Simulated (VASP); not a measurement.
A run of VASP 6.6.1 is set up as follows.

The input INCAR:

```
PREC = Accurate
ENCUT = 520
EDIFF = 1E-6
ISMEAR = -1
SIGMA = 0.1
LREAL = F
LASPH = T
NELM = 80
ALGO = Normal
ISIF = 2
LWAVE = F
LCHARG = F
GGA = PS
NBANDS = 20
```

Contents of KPOINTS:

```
regular mesh
0
Gamma
  6 6 6
```

The input POSCAR:

```
Tl
1.0
   -1.9410000000      1.9410000000      1.9410000000
    1.9410000000     -1.9410000000      1.9410000000
    4.5891067812      4.5891067812     -3.8820000000
Tl
2
Direct
    0.0000000000      0.0000000000      0.0000000000
   -0.0770418749     -0.0770418749      0.4229581251
```

Potentials or basis: VASP PAW PBE potentials, release 64 (Tl_d).

Command:

```sh
$ cat potpaw_PBE.64/Tl_d/POTCAR > POTCAR
$ mpirun -np 1 vasp_std > vasp.out
```

Problem. What does it give for the band gap on the k mesh?

Solution. Zero (band 13 reaches 6.27 eV, above the bottom of band 14 at 2.66 eV).

Problem. What does it give for the largest force?

Solution. 0.125 eV/Å.

Forces on the atoms (eV/Å):
```
Tl  -0.088 -0.088  0.000
Tl   0.088  0.088  0.000
```

Caveat: the k points lie up to 0.37 Å⁻¹ apart; the PAW data sets were made with another functional, which shifts forces and pressure a little; spin-orbit coupling is left out, which moves the levels of the heavy elements.
